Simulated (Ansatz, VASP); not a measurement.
SrZnGaC6N6: VASP beside Ansatz

```
Sr Zn Ga C N
1.0
     0.00000    5.07200    5.07200
     5.07200    0.00000    5.07200
     5.07200    5.07200    0.00000
Sr Zn Ga C N
1 1 1 6 6
Direct
  0.75000 0.75000 0.75000
  0.00000 0.00000 0.00000
  0.50000 0.50000 0.50000
  0.81102 0.18898 0.18898
  0.18898 0.18898 0.81102
  0.81102 0.18898 0.81102
  0.18898 0.81102 0.81102
  0.81102 0.81102 0.18898
  0.18898 0.81102 0.18898
  0.69568 0.30432 0.30432
  0.30432 0.30432 0.69568
  0.69568 0.30432 0.69568
  0.30432 0.69568 0.69568
  0.69568 0.69568 0.30432
  0.30432 0.69568 0.30432
```

Alike in both runs: task single point; functional PBE; k mesh 4 × 4 × 4; occupations gaussian, width 0.1 eV; no spin polarisation.

```csv
,VASP,Ansatz
version,VASP 6.6.1,Ansatz 0.2.0
potentials or method,"VASP PAW PBE potentials, release 64 (Sr_sv, Zn, Ga_d, C, N), cutoff 520 eV","scalar-relativistic, plane waves, PAW"
valence electrons in the cell,89,89
```

```tsv
	VASP	Ansatz	Ansatz less VASP
gap on the k mesh at the Fermi level (eV)	none	none	-
pressure (GPa)	12.3	11.8	-0.50
rms of the force components (eV/Å)	0.963	1.066	+0.1026
```

Atom by atom the forces differ by 0.188 eV/Å (rms over components). A gap of «none» marks a metal or a gap that the smearing closes. With one functional, cell and mesh, what is left measures potentials, basis and numerics.

Noted on VASP's run: the standard files for N, O and F lose accuracy on very short bonds.
